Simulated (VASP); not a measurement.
Cu3Au:

```
Cu Au
1.0
     3.73539    0.00000    0.00000
     0.00000    3.73539    0.00000
     0.00000    0.00000    3.73539
Cu Au
3 1
Direct
  0.00000 0.50000 0.50000
  0.50000 0.50000 0.00000
  0.50000 0.00000 0.50000
  0.00000 0.00000 0.00000
```

```yaml
Program: VASP 6.6.1
Task: relaxation of cell and atoms
Functional: PBE
Potentials_or_basis: VASP PAW PBE potentials, release 64 (Cu, Au)
Cutoff: 600 eV
k_mesh: 6 × 6 × 6
Occupations: gaussian, width 0.1 eV
Spin: no spin polarisation
```

At the start: pressure 6.0 GPa; volume 13.03 Å³/atom.

Task: Where does the relaxation end?

Result: Over 3 steps the energy falls by 8.8 meV/atom and the volume is 13.53 Å³/atom (+3.8 %); space group Pm-3m (No. 221, to 0.05 Å).

Step by step:
```tsv
step	energy change (eV)	largest force (eV/Å)	pressure (GPa)	volume (Å³)
1	0.0000	0.0000	5.95	52.12
2	-0.0122	0.0000	-4.08	55.86
3	-0.0352	0.0000	0.02	54.12
```

Final structure:
```
Cu Au
1.0
     3.78249    0.00000    0.00000
     0.00000    3.78249    0.00000
     0.00000    0.00000    3.78249
Cu Au
3 1
Direct
  0.00000 0.50000 0.50000
  0.50000 0.50000 0.00000
  0.50000 0.00000 0.50000
  0.00000 0.00000 0.00000
```
